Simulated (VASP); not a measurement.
# Si5Mo (R-3m) in VASP: single point with PBE

Aim: the single point of Si5Mo with PBE.

Everything below comes from runs of VASP 6.6.1. Logs are shortened: lines on timing, memory, paths and dates and some standing lists are left out, and cuts for length are marked.

## 1. The cell of the first run

It takes space group R-3m (No. 166, trigonal). Conventional cell: a = 7.194 Å, b = 7.194 Å, c = 8.156 Å, α = 90.00°, β = 90.00°, γ = 120.00°. Si (site symmetry 2/m) has 2 Si at 2.46 Å and 2 Mo at 2.48 Å within 3.2 Å. Si (site symmetry 3m) has 4 Si at 2.46 to 2.81 Å and 1 Mo at 2.67 Å within 3.2 Å. Within 3.3 Å of Mo (site symmetry -3m) lie 8 Si at 2.48 to 2.67 Å.

The cell was built from a structure type or drawn by symmetry, and may not be a known phase.

## 2. Single point, PBE, collinear spin

INCAR reads:

```
PREC = Accurate
ENCUT = 520
EDIFF = 1E-7
ISMEAR = 0
SIGMA = 0.1
LREAL = F
LASPH = T
NELM = 150
ALGO = Normal
ISIF = 2
LWAVE = F
LCHARG = F
ISPIN = 2
MAGMOM = 0 0 0 0 0 1
LORBIT = 11
LMAXMIX = 4
GGA = PE
NBANDS = 30
```

KPOINTS reads:

```
regular mesh
0
Gamma
  6 6 6
```

POSCAR reads:

```
Si5Mo
1.0
    3.5971979622      2.0768432118      2.7187471685
   -3.5971979622      2.0768432118      2.7187471685
    0.0000000000     -4.1536864236      2.7187471685
Si Mo
5 1
Direct
    0.0000000000      0.0000000000      0.5000000000
    0.5000000000      0.0000000000      0.0000000000
    0.0000000000      0.5000000000      0.0000000000
    0.3277159709      0.3277159709      0.3277159709
    0.6722840291      0.6722840291      0.6722840291
    0.0000000000      0.0000000000      0.0000000000
```

Potentials or basis: VASP PAW PBE potentials, release 64 (Si, Mo_sv).

Started as:

```
$ cat potpaw_PBE.64/Si/POTCAR potpaw_PBE.64/Mo_sv/POTCAR > POTCAR
$ mpirun -np 1 vasp_std > vasp.out
```

OUTCAR:

```text
PREC = Accurate
   ENCUT = 520
   EDIFF = 1E-7
   ISMEAR = 0
   LREAL = F
   LASPH = T
   NELM = 150
   ISIF = 2
   ISPIN = 2
   LORBIT = 11
   GGA = PE

 ion  position               nearest neighbor table
   1  0.000  0.000  0.500-   4 2.46   5 2.46   6 2.48   6 2.48
   2  0.500  0.000  0.000-   4 2.46   5 2.46   6 2.48   6 2.48
   3  0.000  0.500  0.000-   4 2.46   5 2.46   6 2.48   6 2.48
   4  0.328  0.328  0.328-   1 2.46   2 2.46   3 2.46   6 2.67   5 2.81
   5  0.672  0.672  0.672-   1 2.46   2 2.46   3 2.46   6 2.67   4 2.81
   6  0.000  0.000  0.000-   1 2.48   1 2.48   3 2.48   2 2.48   3 2.48   2 2.48   5 2.67   4 2.67

  LATTYP: Found a trigonal (rhomboedric) cell.
 ALAT       =     4.9643425619
 COS(alpha) =    -0.0501109542

  Lattice vectors:

 A1 = (   3.5971979622,   2.0768432118,   2.7187471685)
 A2 = (  -3.5971979622,   2.0768432118,   2.7187471685)
 A3 = (   0.0000000000,  -4.1536864236,   2.7187471685)

Analysis of symmetry for initial positions (statically):
=====================================================================
 Subroutine PRICEL returns:
 Original cell was already a primitive cell.

 Routine SETGRP: Setting up the symmetry group for a
 trigonal (rhombohedral) supercell.

 Subroutine GETGRP returns: Found 12 space group operations
 (whereof 12 operations were pure point group operations)
 out of a pool of 12 trial point group operations.

The static configuration has the point symmetry D_3d.

Analysis of symmetry for dynamics (positions and initial velocities):
=====================================================================
 Subroutine PRICEL returns:
 Original cell was already a primitive cell.

 Routine SETGRP: Setting up the symmetry group for a
 trigonal (rhombohedral) supercell.

 Subroutine GETGRP returns: Found 12 space group operations
 (whereof 12 operations were pure point group operations)
 out of a pool of 12 trial point group operations.

The dynamic configuration has the point symmetry D_3d.

Analysis of structural, dynamic, and magnetic symmetry:
=====================================================================
 Subroutine PRICEL returns:
 Original cell was already a primitive cell.

 Routine SETGRP: Setting up the symmetry group for a
 trigonal (rhombohedral) supercell.

 Subroutine GETGRP returns: Found 12 space group operations
 (whereof 12 operations were pure point group operations)
 out of a pool of 12 trial point group operations.

The overall configuration has the point symmetry D_3d.

 Subroutine INISYM returns: Found 12 space group operations
 (whereof 12 operations are pure point group operations),
 and found     1 'primitive' translations

----------------------------------------------------------------------------------------

                                     Primitive cell

  volume of cell :     121.8676

  direct lattice vectors                    reciprocal lattice vectors
     3.597197962  2.076843212  2.718747169     0.138997076  0.080249999  0.122605492
    -3.597197962  2.076843212  2.718747169    -0.138997076  0.080249999  0.122605492
     0.000000000 -4.153686424  2.718747169     0.000000000 -0.160499999  0.122605492

  length of vectors
     4.964342562  4.964342562  4.964342562     0.201971177  0.201971177  0.201971177

  position of ions in fractional coordinates (direct lattice)
     1.000000000  1.000000000  0.500000000
     0.500000000  0.000000000  1.000000000
     0.000000000  0.500000000  1.000000000
     0.327715971  0.327715971  0.327715971
     0.672284029  0.672284029  0.672284029
     0.000000000  0.000000000  0.000000000

  ion indices of the primitive-cell ions
   primitive index   ion index
                 1           1
                 2           2
                 3           3
                 4           4
                 5           5
                 6           6

----------------------------------------------------------------------------------------

 KPOINTS: regular mesh
[... 30 lines left out ...]
  0.333333  0.166667  0.000000     12.000000
[... 16 lines left out ...]
  0.500000  0.500000  0.166667      6.000000
 -0.333333  0.500000  0.166667     12.000000
 [... further k-points ...]
   k-points           NKPTS =     32   k-points in BZ     NKDIM =     32   number of bands    NBANDS=     30
   number of dos      NEDOS =    301   number of ions     NIONS =      6
   total plane-waves  NPLWV =  64000
   dimension x,y,z NGX =    40 NGY =   40 NGZ =   40
   dimension x,y,z NGXF=    80 NGYF=   80 NGZF=   80
   ions per type =               5   1
   NGX,Y,Z   is equivalent  to a cutoff of  13.40, 13.40, 13.40 a.u.
   NGXF,Y,Z  is equivalent  to a cutoff of  26.79, 26.79, 26.79 a.u.
 SYSTEM =  unknown system
   PREC   = accura    normal or accurate (medium, high low for compatibility)
   ISTART =      0    job   : 0-new  1-cont  2-samecut
   ICHARG =      2    charge: 1-file 2-atom 10-const
   ISPIN  =      2    spin polarized calculation?
   LNONCOLLINEAR =      F non collinear calculations
   LSORBIT =      F    spin-orbit coupling
   LASPH  =      T    aspherical Exc in radial PAW
   ENCUT  =  520.0 eV  38.22 Ry    6.18 a.u.   9.23  9.23  9.23*2*pi/ulx,y,z
   NELM   =    150;   NELMIN=  2; NELMDL= -5     # of ELM steps
   EDIFF  = 0.1E-06   stopping-criterion for ELM
   LREAL  =      F    real-space projection
   EDIFFG = 0.1E-05   stopping-criterion for IOM
   NSW    =      0    number of steps for IOM
   IBRION =     -1    ionic relax: 0-MD 1-quasi-New 2-CG
   NFREE  =      0    steps in history (QN), initial steepest desc. (CG)
   ISIF   =      2    stress and relaxation
   ISYM   =      2    0-nonsym 1-usesym 2-fastsym
   POTIM  = 0.5000    time-step for ionic-motion
   TEBEG  =    0.0;   TEEND  =   0.0 temperature during run
   PSTRESS=    0.0 pullay stress
   NELECT =      34.0000    total number of electrons
   NUPDOWN=      -1.0000    fix difference up-down
   EMIN   =  10.00;   EMAX   =-10.00  energy-range for DOS
   EFERMI =   0.00;   METHOD = LEGACY
   ISMEAR =     0;   SIGMA  =   0.10  broadening in eV -4-tet -1-fermi 0-gaus
   EFERMI_NEDOS =   21; number of points for ismear=-14 and -15
   IALGO  =     38    algorithm
   IMIX   =      4    mixing-type and parameters
     AMIX     =   0.40;   BMIX     =  1.00
     AMIX_MAG =   1.60;   BMIX_MAG =  1.00
  volume/ion in A,a.u.               =      20.31       137.07
  Fermi-wavevector in a.u.,A,eV,Ry     =   1.069724  2.021485 15.569277  1.144310
  Thomas-Fermi vector in A             =   2.205412
   LORBIT       =     11    0 simple, 1 ext, 2 COOP (PROOUT), +10 PAW based schemes
   GGA     = PE    functional components
   LHFCALC =     F    Hartree Fock is set to
   AEXX    =    0.0000 exact exchange contribution
   IVDW    =     0    specifies the selected vdW correction
   LEPSILON=     F    determine dielectric tensor
   LRPA    =     F    only Hartree local field effects (RPA)
 spin polarized calculation
 Gauss-broadening in eV      SIGMA  =   0.10
  energy-cutoff  :      520.00
  volume of cell :      121.87
 maximum number of plane-waves:      3328
 NGX is ok and might be reduce to    40
   NGX = 19   NGY = 19   NGZ = 19

 number of electron      34.0000001 magnetization       0.0000451

 number of electron      34.0000001 magnetization      -0.0000018

 Free energy of the ion-electron system (eV)
  ---------------------------------------------------
  ext. energy  EPLUGINS =         0.00000000
  ---------------------------------------------------
  free energy    TOTEN  =       -34.19167514 eV

  energy without entropy =      -34.17734631  energy(sigma->0) =      -34.18451073

 E-fermi :   6.3309     XC(G=0):  -9.8638

 val. band max:        6.2898177731   @ k =   0.3333   0.3333   0.1667
 cond. band min:       6.3980527371   @ k =  -0.3333   0.5000   0.1667
 fundamental gap:      0.1082349641
 Fermi energy:         6.3309082242

 spin component 1

 k-point     1 :       0.0000    0.0000    0.0000
  band No.  band energies     occupation
      1     -54.2714      1.00000
      2     -28.4850      1.00000
      3     -28.4515      1.00000
      4     -28.4515      1.00000
      5      -5.1093      1.00000
      6      -1.4708      1.00000
[... 757 lines left out ...]
     28      12.8030      0.00000
     29      13.4544      0.00000

 [... further k-points ...]

 spin component 2

 k-point     1 :       0.0000    0.0000    0.0000
  band No.  band energies     occupation
      1     -54.2714      1.00000
      2     -28.4850      1.00000
      3     -28.4515      1.00000
      4     -28.4515      1.00000
      5      -5.1093      1.00000
      6      -1.4708      1.00000
[... 757 lines left out ...]
     28      12.8030      0.00000
     29      13.4544      0.00000

 [... further k-points ...]

 [bands above 29 left out]

------------------------ aborting loop because EDIFF is reached ----------------------------------------

  FORCE on cell =-STRESS in cart. coord.  units (eV):
  Direction    XX          YY          ZZ          XY          YZ          ZX
  --------------------------------------------------------------------------------------
  -------------------------------------------------------------------------------------
  Total       -0.0309410     -0.0309410     -0.0545550      0.0000000      0.0000000      0.0000000
  in kB       -0.4067774     -0.4067774     -0.7172278      0.0000000      0.0000000      0.0000000
  external PRESSURE =      -0.5102608 kB  Pullay stress =       0.0000000 kB

 VOLUME and BASIS-vectors are now :
 -----------------------------------------------------------------------------
  energy-cutoff  :      520.00
  volume of cell :      121.87
      direct lattice vectors                 reciprocal lattice vectors
     3.597197962  2.076843212  2.718747169     0.138997076  0.080249999  0.122605492
    -3.597197962  2.076843212  2.718747169    -0.138997076  0.080249999  0.122605492
     0.000000000 -4.153686424  2.718747169     0.000000000 -0.160499999  0.122605492

 POSITION                                       TOTAL-FORCE (eV/Angst)
 -----------------------------------------------------------------------------------
      0.00000     -2.07684      1.35937        -0.000000     -0.000000      0.000000
      1.79860      1.03842      1.35937         0.000000     -0.000000      0.000000
     -1.79860      1.03842      1.35937         0.000000     -0.000000      0.000000
      0.00000      0.00000      2.67293         0.000000      0.000000     -0.018814
      0.00000      0.00000      5.48331         0.000000     -0.000000      0.018814
      0.00000      0.00000      0.00000         0.000000     -0.000000      0.000000
 -----------------------------------------------------------------------------------
    total drift:                               -0.000000     -0.000000     -0.000000

  FREE ENERGIE OF THE ION-ELECTRON SYSTEM (eV)
  ---------------------------------------------------
  free  energy   TOTEN  =       -34.1916751439 eV

  energy  without entropy=      -34.1773463077  energy(sigma->0) =      -34.18451073

 total charge

# of ion       s       p       d       tot
------------------------------------------
    1        0.823   0.784   0.000   1.607
    2        0.823   0.784   0.000   1.607
    3        0.823   0.784   0.000   1.607
    4        0.867   0.721   0.000   1.589
    5        0.867   0.721   0.000   1.589
    6        2.322   6.194   4.167  12.683
--------------------------------------------------
tot          6.525   9.990   4.167  20.682

 magnetization (x)

# of ion       s       p       d       tot
------------------------------------------
    1       -0.000  -0.000   0.000  -0.000
    2       -0.000  -0.000   0.000  -0.000
    3       -0.000  -0.000   0.000  -0.000
    4        0.000   0.000   0.000   0.000
    5        0.000   0.000   0.000   0.000
    6        0.000  -0.000   0.000   0.000
--------------------------------------------------
tot          0.000  -0.000   0.000   0.000
```

It took 3.1 min on 1 thread of AMD EPYC 7R13 (Zen 3), shared host; peak memory 0.35 GiB.

What came out:

* Free energy: -34.1917 eV
* Pressure: -0.1 GPa
* Largest force: 0.019 eV/Å
* Band gap on the k mesh: zero (filled and empty bands overlap)
* Net moment: 0.00 μB per cell
* Valence electrons inside the program's atomic spheres: Si 1.61, 1.59 (each value once); Mo 12.68

Forces on the atoms (eV/Å):
```
Si   0.000  0.000  0.000
Si   0.000  0.000  0.000
Si   0.000  0.000  0.000
Si   0.000  0.000 -0.019
Si   0.000  0.000  0.019
Mo   0.000  0.000  0.000
```
